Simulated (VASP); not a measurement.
# LiCl (P1) in VASP: single point with PBEsol

Aim: the single point of LiCl with PBEsol.

All numbers are computed with VASP 6.6.1; they aren't measurements. Logs are shortened: lines on timing, memory, paths and dates and some standing lists are left out, and cuts for length are marked.

## 1. The cell of the first run

The typed cell holds 2 atoms: a = 3.627 Å, b = 3.627 Å, c = 3.627 Å, α = 60.00°, β = 60.00°, γ = 60.00°.

## 2. Single point, PBEsol

The input, INCAR:

```
ALGO = Normal
EDIFF = 1E-7
ENCUT = 520
GGA = PS
ISIF = 2
ISMEAR = 1
LASPH = True
LCHARG = True
LELF = True
LREAL = False
LVHAR = True
LWAVE = False
NBANDS = 12
NELM = 60
PREC = Accurate
SIGMA = 0.05
```

The input, KPOINTS:

```
k-points
0
Gamma
  7 7 7
```

The input, POSCAR:

```
LiCl
1.0
    0.0000000000      2.5647700000      2.5647700000
    2.5647700000      0.0000000000      2.5647700000
    2.5647700000      2.5647700000      0.0000000000
Cl Li
1 1
Direct
    0.4943580000      0.5200880000      0.4815940000
    0.0073810000     -0.0227180000      0.0035870000
```

Potentials or basis: VASP PAW PBE potentials, release 64 (Cl, Li_sv).

Run with:

```bash
cat potpaw_PBE.64/Cl/POTCAR potpaw_PBE.64/Li_sv/POTCAR > POTCAR
mpirun -np 1 vasp_std > vasp.out
```

OUTCAR:

```text
EDIFF = 1E-7
   ENCUT = 520
   GGA = PS
   ISIF = 2
   ISMEAR = 1
   LASPH = True
   LREAL = False
   NELM = 60
   PREC = Accurate

 ion  position               nearest neighbor table
   1  0.494  0.520  0.482-   2 2.48   2 2.49   2 2.51   2 2.62
   2  0.007  0.977  0.004-   1 2.48   1 2.49   1 2.51   1 2.62

  LATTYP: Found a face centered cubic cell.
 ALAT       =     5.1295400000

  Lattice vectors:

 A1 = (   0.0000000000,   2.5647700000,   2.5647700000)
 A2 = (   2.5647700000,   0.0000000000,   2.5647700000)
 A3 = (   2.5647700000,   2.5647700000,   0.0000000000)

Analysis of symmetry for initial positions (statically):
=====================================================================
 Subroutine PRICEL returns:
 Original cell was already a primitive cell.

 Routine SETGRP: Setting up the symmetry group for a
 face centered cubic supercell.

 Subroutine GETGRP returns: Found  1 space group operations
 (whereof  1 operations were pure point group operations)
 out of a pool of 48 trial point group operations.

The static configuration has the point symmetry C_1 .

Analysis of symmetry for dynamics (positions and initial velocities):
=====================================================================
 Subroutine PRICEL returns:
 Original cell was already a primitive cell.

 Routine SETGRP: Setting up the symmetry group for a
 face centered cubic supercell.

 Subroutine GETGRP returns: Found  1 space group operations
 (whereof  1 operations were pure point group operations)
 out of a pool of 48 trial point group operations.

The dynamic configuration has the point symmetry C_1 .

 Subroutine INISYM returns: Found  1 space group operations
 (whereof  1 operations are pure point group operations),
 and found     1 'primitive' translations

----------------------------------------------------------------------------------------

                                     Primitive cell

  volume of cell :      33.7423

  direct lattice vectors                    reciprocal lattice vectors
     0.000000000  2.564770000  2.564770000    -0.194949255  0.194949255  0.194949255
     2.564770000  0.000000000  2.564770000     0.194949255 -0.194949255  0.194949255
     2.564770000  2.564770000  0.000000000     0.194949255  0.194949255 -0.194949255

  length of vectors
     3.627132518  3.627132518  3.627132518     0.337662014  0.337662014  0.337662014

  position of ions in fractional coordinates (direct lattice)
     0.494358000  0.520088000  0.481594000
     0.007381000  0.977282000  0.003587000

  ion indices of the primitive-cell ions
   primitive index   ion index
                 1           1
                 2           2

----------------------------------------------------------------------------------------

 KPOINTS: k-points

Automatic generation of k-mesh.
 Grid dimensions read from file:
 generate k-points for:    7    7    7

 Generating k-lattice:

  Cartesian coordinates                     Fractional coordinates (reciprocal lattice)
    -0.027849894  0.027849894  0.027849894     0.142857143  0.000000000  0.000000000
     0.027849894 -0.027849894  0.027849894     0.000000000  0.142857143  0.000000000
     0.027849894  0.027849894 -0.027849894     0.000000000  0.000000000  0.142857143

  Length of vectors
     0.048237431  0.048237431  0.048237431

  Shift w.r.t. Gamma in fractional coordinates (k-lattice)
     0.000000000  0.000000000  0.000000000

 Subroutine IBZKPT returns following result:
 ===========================================

 Found    172 irreducible k-points:

 Following reciprocal coordinates:
            Coordinates               Weight
  0.000000  0.000000  0.000000      1.000000
  0.142857  0.000000  0.000000      2.000000
  0.000000  0.142857  0.000000      2.000000
  0.000000  0.000000  0.142857      2.000000
  0.142857  0.142857  0.142857      2.000000
  0.285714  0.000000  0.000000      2.000000
[... 16 lines left out ...]
  0.142857 -0.142857 -0.142857      2.000000
  0.285714  0.285714  0.142857      2.000000
 [... further k-points ...]
   k-points           NKPTS =    172   k-points in BZ     NKDIM =    172   number of bands    NBANDS=     12
   number of dos      NEDOS =    301   number of ions     NIONS =      2
   total plane-waves  NPLWV =  21952
   dimension x,y,z NGX =    28 NGY =   28 NGZ =   28
   dimension x,y,z NGXF=    56 NGYF=   56 NGZF=   56
   ions per type =               1   1
   NGX,Y,Z   is equivalent  to a cutoff of  12.83, 12.83, 12.83 a.u.
   NGXF,Y,Z  is equivalent  to a cutoff of  25.67, 25.67, 25.67 a.u.
 SYSTEM =  unknown system
   PREC   = accura    normal or accurate (medium, high low for compatibility)
   ISTART =      0    job   : 0-new  1-cont  2-samecut
   ICHARG =      2    charge: 1-file 2-atom 10-const
   ISPIN  =      1    spin polarized calculation?
   LNONCOLLINEAR =      F non collinear calculations
   LSORBIT =      F    spin-orbit coupling
   LASPH  =      T    aspherical Exc in radial PAW
   ENCUT  =  520.0 eV  38.22 Ry    6.18 a.u.   6.74  6.74  6.74*2*pi/ulx,y,z
   NELM   =     60;   NELMIN=  2; NELMDL= -5     # of ELM steps
   EDIFF  = 0.1E-06   stopping-criterion for ELM
   LREAL  =      F    real-space projection
   EDIFFG = 0.1E-05   stopping-criterion for IOM
   NSW    =      0    number of steps for IOM
   IBRION =     -1    ionic relax: 0-MD 1-quasi-New 2-CG
   NFREE  =      0    steps in history (QN), initial steepest desc. (CG)
   ISIF   =      2    stress and relaxation
   ISYM   =      2    0-nonsym 1-usesym 2-fastsym
   POTIM  = 0.5000    time-step for ionic-motion
   TEBEG  =    0.0;   TEEND  =   0.0 temperature during run
   PSTRESS=    0.0 pullay stress
   NELECT =      10.0000    total number of electrons
   NUPDOWN=      -1.0000    fix difference up-down
   EMIN   =  10.00;   EMAX   =-10.00  energy-range for DOS
   EFERMI =   0.00;   METHOD = LEGACY
   ISMEAR =     1;   SIGMA  =   0.05  broadening in eV -4-tet -1-fermi 0-gaus
   EFERMI_NEDOS =   21; number of points for ismear=-14 and -15
   IALGO  =     38    algorithm
   IMIX   =      4    mixing-type and parameters
     AMIX     =   0.40;   BMIX     =  1.00
     AMIX_MAG =   1.60;   BMIX_MAG =  1.00
  volume/ion in A,a.u.               =      16.87       113.85
  Fermi-wavevector in a.u.,A,eV,Ry     =   1.091482  2.062601 16.209056  1.191332
  Thomas-Fermi vector in A             =   2.227728
   LORBIT       =      0    0 simple, 1 ext, 2 COOP (PROOUT), +10 PAW based schemes
   GGA     = PS    functional components
   LHFCALC =     F    Hartree Fock is set to
   AEXX    =    0.0000 exact exchange contribution
   IVDW    =     0    specifies the selected vdW correction
   LEPSILON=     F    determine dielectric tensor
   LRPA    =     F    only Hartree local field effects (RPA)
 non-spin polarized calculation
 Methfessel and Paxton  Order N= 1 SIGMA  =   0.05
  energy-cutoff  :      520.00
  volume of cell :       33.74
 maximum number of plane-waves:       914
   NGX = 13   NGY = 13   NGZ = 13

 number of electron      10.0000000 magnetization

 number of electron       9.9999999 magnetization

 Free energy of the ion-electron system (eV)
  ---------------------------------------------------
  ext. energy  EPLUGINS =         0.00000000
  ---------------------------------------------------
  free energy    TOTEN  =        -7.62822640 eV

  energy without entropy =       -7.62855107  energy(sigma->0) =       -7.62833462

 E-fermi :   0.5478     XC(G=0):  -8.9064

 val. band max:        0.5408099104   @ k =   0.0000   0.0000   0.0000
 cond. band min:       6.6639398013   @ k =   0.0000   0.0000   0.0000
 fundamental gap:      6.1231298909
 Fermi energy:         0.5478297985

 k-point     1 :       0.0000    0.0000    0.0000
  band No.  band energies     occupation
      1     -42.2696      2.00000
      2     -12.8623      2.00000
      3       0.5185      1.82732
      4       0.5262      1.66254
      5       0.5408      1.23505
      6       6.6639      0.00000
      7      12.2522      0.00000
      8      12.2977      0.00000
      9      12.3283      0.00000
     10      14.6714      0.00000
     11      14.7826      0.00000
     12      15.1120      0.00000

 k-point     2 :       0.1429    0.0000    0.0000
  band No.  band energies     occupation
      1     -42.2692      2.00000
      2     -12.7634      2.00000
      3      -0.1573      2.00000
      4       0.4682      2.04678
      5       0.4835      2.06986
      6       7.2306      0.00000
      7      11.3938      0.00000
      8      12.1185      0.00000
      9      12.1420      0.00000
     10      13.5254      0.00000
     11      13.5825      0.00000
     12      15.4338      0.00000

 k-point     3 :       0.0000    0.1429    0.0000
  band No.  band energies     occupation
      1     -42.2692      2.00000
      2     -12.7630      2.00000
      3      -0.1448      2.00000
      4       0.4646      2.04028
      5       0.4722      2.05420
      6       7.2433      0.00000
      7      11.3652      0.00000
      8      12.0816      0.00000
      9      12.1092      0.00000
     10      13.5566      0.00000
     11      13.5864      0.00000
     12      15.5582      0.00000

 k-point     4 :       0.0000    0.0000    0.1429
  band No.  band energies     occupation
      1     -42.2692      2.00000
      2     -12.7634      2.00000
      3      -0.1547      2.00000
      4       0.4641      2.03929
      5       0.4847      2.07047
      6       7.2330      0.00000
      7      11.3881      0.00000
      8      12.1063      0.00000
      9      12.1422      0.00000
     10      13.5177      0.00000
     11      13.5959      0.00000
     12      15.4565      0.00000

 k-point     5 :       0.1429    0.1429    0.1429
  band No.  band energies     occupation
      1     -42.2692      2.00000
      2     -12.7635      2.00000
      3      -0.1581      2.00000
      4       0.4703      2.05069
      5       0.4825      2.06906
      6       7.2298      0.00000
      7      11.3959      0.00000
      8      12.1244      0.00000
      9      12.1401      0.00000
     10      13.5315      0.00000
     11      13.5745      0.00000
     12      15.4260      0.00000
[... 228 lines left out ...]
      1     -42.2679      2.00000
      2     -12.5330      2.00000
      3      -1.0563      2.00000
      4       0.0969      2.00000
      5       0.1484      2.00000
      6       8.2913      0.00000
      7      10.3680      0.00000
      8      10.6352      0.00000
      9      11.9864      0.00000
     10      13.4543      0.00000
     11      15.7628      0.00000
     12      17.0342      0.00000

 k-point    22 :       0.1429    0.2857    0.0000
  band No.  band energies     occupation
      1     -42.2680      2.00000
      2     -12.5319      2.00000
      3      -1.0491      2.00000
      4       0.0966      2.00000
      5       0.1386      2.00000
      6       8.3100      0.00000
      7      10.3807      0.00000
      8      10.5705      0.00000
      9      11.9547      0.00000
     10      13.4551      0.00000
     11      15.8174      0.00000
     12      17.0805      0.00000

 k-point    23 :       0.1429   -0.1429   -0.1429
  band No.  band energies     occupation
      1     -42.2679      2.00000
      2     -12.5324      2.00000
      3      -1.0545      2.00000
      4       0.1053      2.00000
      5       0.1359      2.00000
      6       8.3022      0.00000
      7      10.3784      0.00000
      8      10.5902      0.00000
      9      12.0183      0.00000
     10      13.4222      0.00000
     11      15.7902      0.00000
     12      17.0051      0.00000

 k-point    24 :       0.2857    0.2857    0.1429
  band No.  band energies     occupation
      1     -42.2679      2.00000
      2     -12.5327      2.00000
      3      -1.0553      2.00000
      4       0.1052      2.00000
      5       0.1379      2.00000
      6       8.2939      0.00000
      7      10.3763      0.00000
      8      10.6129      0.00000
      9      12.0085      0.00000
     10      13.4227      0.00000
     11      15.7840      0.00000
     12      17.0199      0.00000

 [... further k-points ...]

------------------------ aborting loop because EDIFF is reached ----------------------------------------

  FORCE on cell =-STRESS in cart. coord.  units (eV):
  Direction    XX          YY          ZZ          XY          YZ          ZX
  --------------------------------------------------------------------------------------
  -------------------------------------------------------------------------------------
  Total       -0.2587716     -0.2140320     -0.2332813      0.0049366      0.0064858     -0.0042730
  in kB      -12.2871706    -10.1628163    -11.0768222      0.2344009      0.3079645     -0.2028931
  external PRESSURE =     -11.1756031 kB  Pullay stress =       0.0000000 kB

 VOLUME and BASIS-vectors are now :
 -----------------------------------------------------------------------------
  energy-cutoff  :      520.00
  volume of cell :       33.74
      direct lattice vectors                 reciprocal lattice vectors
     0.000000000  2.564770000  2.564770000    -0.194949255  0.194949255  0.194949255
     2.564770000  0.000000000  2.564770000     0.194949255 -0.194949255  0.194949255
     2.564770000  2.564770000  0.000000000     0.194949255  0.194949255 -0.194949255

 POSITION                                       TOTAL-FORCE (eV/Angst)
 -----------------------------------------------------------------------------------
      2.56908      2.50309      2.60182        -0.036724      0.066271     -0.054631
      2.51570      0.02813      2.52543         0.036724     -0.066271      0.054631
 -----------------------------------------------------------------------------------
    total drift:                               -0.000041     -0.000117      0.000016

  FREE ENERGIE OF THE ION-ELECTRON SYSTEM (eV)
  ---------------------------------------------------
  free  energy   TOTEN  =        -7.6282263980 eV

  energy  without entropy=       -7.6285510680  energy(sigma->0) =       -7.62833462
```

It took 79 s on 1 thread of AMD EPYC 7R13, shared host; peak memory 0.16 GiB.

Results:

```
Free energy            : -7.6282 eV
Largest force          : 0.093 eV/Å
Band gap on the k mesh : 6.12 eV
```

Forces in eV/Å, atoms in the order of the input:
```
Cl  -0.037  0.066 -0.055
Li   0.037 -0.066  0.055
```

Caveat: the cutoff is under 1.25 times the usual one of these potentials, so pressure, stress and relaxed cells hold a basis-set (Pulay) error; the PAW data sets were made with another functional, which shifts forces and pressure a little.
